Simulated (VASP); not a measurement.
# AlN (P6_3mc) in VASP: notebook, part 2 of 2

VASP 6.6.1.

## (3) Relaxation of the atoms, PBE (equal strain along all axes, cell held: +1.5 %)

INCAR reads:

```
SYSTEM = AlN
PREC = Accurate ; ENCUT = 520
EDIFF = 1E-7 ; ISMEAR = 0
SIGMA = 0.02 ; LREAL = .FALSE.
LASPH = .TRUE. ; NELM = 60
ALGO = Normal ; ISIF = 2
LWAVE = .FALSE. ; LCHARG = .FALSE.
GGA = PE ; IBRION = 2
NSW = 60 ; EDIFFG = -0.008
```

KPOINTS reads:

```
regular mesh
0
G
  12 12 6
  0 0 0
```

POSCAR reads:

```
AlN
1.0
    3.1771615461      0.0000000000      0.0000000000
   -1.5885807730      2.7515026108      0.0000000000
    0.0000000000      0.0000000000      5.0933139724
Al N
2 2
Direct
    0.6666666667      0.3333333333      0.4992342259
    0.3333333333      0.6666666667      0.9992342259
    0.6666666667      0.3333333333      0.8807657741
    0.3333333333      0.6666666667      0.3807657741
```

Potentials or basis: VASP PAW PBE potentials, release 64 (Al, N).

Started as:

```bash
$ cat potpaw_PBE.64/Al/POTCAR potpaw_PBE.64/N/POTCAR > POTCAR
$ mpirun -np 1 vasp_std > vasp.out
```

OUTCAR:

```text
SYSTEM = AlN
   PREC = Accurate
   ENCUT = 520
   EDIFF = 1E-7
   ISMEAR = 0
   LREAL = .FALSE.
   LASPH = .TRUE.
   NELM = 60
   ISIF = 2
   GGA = PE
   IBRION = 2
   NSW = 60
   EDIFFG = -0.008

 ion  position               nearest neighbor table
   1  0.667  0.333  0.499-   4 1.93   4 1.93   4 1.93   3 1.94   2 3.14   2 3.14   2 3.14   2 3.14
                             2 3.14   2 3.14
   2  0.333  0.667  0.999-   3 1.93   3 1.93   3 1.93   4 1.94   1 3.14   1 3.14   1 3.14   1 3.14
                             1 3.14   1 3.14
   3  0.667  0.333  0.881-   2 1.93   2 1.93   2 1.93   1 1.94
   4  0.333  0.667  0.381-   1 1.93   1 1.93   1 1.93   2 1.94

  LATTYP: Found a hexagonal cell.
 ALAT       =     3.1771615461
 C/A-ratio  =     1.6031019822

  Lattice vectors:

 A1 = (   3.1771615461,   0.0000000000,   0.0000000000)
 A2 = (  -1.5885807730,   2.7515026108,   0.0000000000)
 A3 = (   0.0000000000,   0.0000000000,   5.0933139724)

Analysis of symmetry for initial positions (statically):
=====================================================================
 Subroutine PRICEL returns:
 Original cell was already a primitive cell.

 Routine SETGRP: Setting up the symmetry group for a
 hexagonal supercell.

 Subroutine GETGRP returns: Found 12 space group operations
 (whereof  6 operations were pure point group operations)
 out of a pool of 24 trial point group operations.

The static configuration has the point symmetry C_3v.
 The point group associated with its full space group is C_6v.

Analysis of symmetry for dynamics (positions and initial velocities):
=====================================================================
 Subroutine PRICEL returns:
 Original cell was already a primitive cell.

 Routine SETGRP: Setting up the symmetry group for a
 hexagonal supercell.

 Subroutine GETGRP returns: Found 12 space group operations
 (whereof  6 operations were pure point group operations)
 out of a pool of 24 trial point group operations.

The dynamic configuration has the point symmetry C_3v.
 The point group associated with its full space group is C_6v.

 Subroutine INISYM returns: Found 12 space group operations
 (whereof  6 operations are pure point group operations),
 and found     1 'primitive' translations

----------------------------------------------------------------------------------------

                                     Primitive cell

  volume of cell :      44.5256

  direct lattice vectors                    reciprocal lattice vectors
     3.177161546  0.000000000  0.000000000     0.314746350  0.181718890  0.000000000
    -1.588580773  2.751502611  0.000000000     0.000000000  0.363437780  0.000000000
     0.000000000  0.000000000  5.093313972     0.000000000  0.000000000  0.196335825

  length of vectors
     3.177161546  3.177161546  5.093313972     0.363437780  0.363437780  0.196335825

[... 131 lines left out ...]
  ---------------------------------------------------
  free energy    TOTEN  =       -29.72838033 eV

  energy without entropy =      -29.72838033  energy(sigma->0) =      -29.72838033

------------------------ aborting loop because EDIFF is reached ----------------------------------------

  FORCE on cell =-STRESS in cart. coord.  units (eV):
  Direction    XX          YY          ZZ          XY          YZ          ZX
  --------------------------------------------------------------------------------------
  -------------------------------------------------------------------------------------
  Total       -2.3276723     -2.3276723     -2.1651784     -0.0000000      0.0000000      0.0000000
  in kB      -83.7573141    -83.7573141    -77.9102488     -0.0000000      0.0000000      0.0000000
  external PRESSURE =     -81.8082923 kB  Pullay stress =       0.0000000 kB

 VOLUME and BASIS-vectors are now :
 -----------------------------------------------------------------------------
  energy-cutoff  :      520.00
  volume of cell :       44.53
      direct lattice vectors                 reciprocal lattice vectors
     3.177161546  0.000000000  0.000000000     0.314746350  0.181718890  0.000000000
    -1.588580773  2.751502611  0.000000000     0.000000000  0.363437780  0.000000000
     0.000000000  0.000000000  5.093313972     0.000000000  0.000000000  0.196335825

 POSITION                                       TOTAL-FORCE (eV/Angst)
 -----------------------------------------------------------------------------------
      1.58858      0.91717      2.54276        -0.000000      0.000000      0.015281
     -0.00000      1.83434      5.08941         0.000000     -0.000000      0.015281
      1.58858      0.91717      4.48602         0.000000      0.000000     -0.015281
     -0.00000      1.83434      1.93936        -0.000000      0.000000     -0.015281
 -----------------------------------------------------------------------------------
    total drift:                               -0.000000      0.000000      0.000187

  FREE ENERGIE OF THE ION-ELECTRON SYSTEM (eV)
  ---------------------------------------------------
  free  energy   TOTEN  =       -29.7283803347 eV

  energy  without entropy=      -29.7283803347  energy(sigma->0) =      -29.72838033

--------------------------------------- Ionic step        2  -------------------------------------------

 number of electron      16.0000002 magnetization

 Free energy of the ion-electron system (eV)
  ---------------------------------------------------
  ext. energy  EPLUGINS =         0.00000000
  ---------------------------------------------------
  free energy    TOTEN  =       -29.72840258 eV

  energy without entropy =      -29.72840258  energy(sigma->0) =      -29.72840258

 E-fermi :   5.6599     XC(G=0): -10.6354

 val. band max:        5.5448990883   @ k =   0.0000   0.0000   0.0000
 cond. band min:       9.2081037501   @ k =   0.0000   0.0000   0.0000
 fundamental gap:      3.6632046618
 Fermi energy:         5.6598838626

 k-point     1 :       0.0000    0.0000    0.0000
  band No.  band energies     occupation
      1      -9.2584      2.00000
      2      -7.3080      2.00000
      3      -0.1630      2.00000
      4       4.7267      2.00000
      5       4.7267      2.00000
      6       5.3582      2.00000
      7       5.3582      2.00000
      8       5.5449      2.00000
      9       9.2081      0.00000
     10      11.6748      0.00000
     11      15.6483      0.00000
     12      16.2520      0.00000
[... 331 lines left out ...]
 k-point    24 :       0.3333    0.0000    0.1667
  band No.  band energies     occupation
      1      -8.0414      2.00000
      2      -6.9326      2.00000
      3       0.8476      2.00000
      4       1.7517      2.00000
      5       2.3498      2.00000
      6       3.8618      2.00000
      7       4.7900      2.00000
      8       4.9190      2.00000
      9      11.1282      0.00000
     10      11.9718      0.00000
     11      13.5477      0.00000
     12      15.2178      0.00000

 [... further k-points ...]

------------------------ aborting loop because EDIFF is reached ----------------------------------------

  FORCE on cell =-STRESS in cart. coord.  units (eV):
  Direction    XX          YY          ZZ          XY          YZ          ZX
  --------------------------------------------------------------------------------------
  -------------------------------------------------------------------------------------
  Total       -2.3401644     -2.3401644     -2.1413006     -0.0000000      0.0000000      0.0000000
  in kB      -84.2068212    -84.2068212    -77.0510476     -0.0000000      0.0000000      0.0000000
  external PRESSURE =     -81.8215633 kB  Pullay stress =       0.0000000 kB

 VOLUME and BASIS-vectors are now :
 -----------------------------------------------------------------------------
  energy-cutoff  :      520.00
  volume of cell :       44.53
      direct lattice vectors                 reciprocal lattice vectors
     3.177161546  0.000000000  0.000000000     0.314746350  0.181718890  0.000000000
    -1.588580773  2.751502611  0.000000000     0.000000000  0.363437780  0.000000000
     0.000000000  0.000000000  5.093313972     0.000000000  0.000000000  0.196335825

 POSITION                                       TOTAL-FORCE (eV/Angst)
 -----------------------------------------------------------------------------------
      1.58858      0.91717      2.54349        -0.000000     -0.000000     -0.000268
     -0.00000      1.83434      5.09015         0.000000     -0.000000     -0.000268
      1.58858      0.91717      4.48528         0.000000     -0.000000      0.000268
     -0.00000      1.83434      1.93862         0.000000      0.000000      0.000268
 -----------------------------------------------------------------------------------
    total drift:                               -0.000000      0.000000      0.000343

  FREE ENERGIE OF THE ION-ELECTRON SYSTEM (eV)
  ---------------------------------------------------
  free  energy   TOTEN  =       -29.7284025755 eV

  energy  without entropy=      -29.7284025755  energy(sigma->0) =      -29.72840258

 reached required accuracy - stopping structural energy minimisation
```

It took 22 s on 1 thread of Intel Xeon Platinum 8488C (Sapphire Rapids), shared host; peak memory 0.17 GiB.

Results:

| Item | Value |
| --- | --- |
| Free energy | -29.7284 eV |
| Energy gained by relaxing | 0.0 meV/atom |
| Ionic steps | 2 |
| Pressure after relaxing | -8.2 GPa |
| Band gap on the k mesh | 3.66 eV |

Final structure:
```xyz
4
Lattice="3.1772 0.0000 0.0000 -1.5886 2.7515 0.0000 0.0000 0.0000 5.0933" Properties=species:S:1:pos:R:3 pbc="T T T"
Al    1.5886    0.9172    2.5435
Al    0.0000    1.8343    5.0902
N     1.5886    0.9172    4.4853
N     0.0000    1.8343    1.9386
```

Levels at points of the mesh, in eV from the valence-band top:
| k point | band 5 | band 6 | band 7 | band 8 | band 9 | band 10 | band 11 | band 12 |
| --- | --- | --- | --- | --- | --- | --- | --- | --- |
| (0.00, 0.00, 0.00) | -0.82 | -0.19 | -0.19 | 0.00 | 3.66 | 6.13 | 10.10 | 10.71 |
| (0.50, 0.00, 0.00) | -3.19 | -1.99 | -1.68 | -0.66 | 5.61 | 5.66 | 7.64 | 9.82 |
| (0.00, 0.00, 0.50) | -0.51 | -0.51 | -0.51 | -0.51 | 5.93 | 5.93 | 9.81 | 9.81 |
| (0.50, 0.00, 0.50) | -1.40 | -1.40 | -1.30 | -1.30 | 5.09 | 5.09 | 8.87 | 8.87 |

Caveat: the cell differs from its parent crystal (equal strain along all axes, cell held: +1.5 %). A k mesh can miss the band edges.
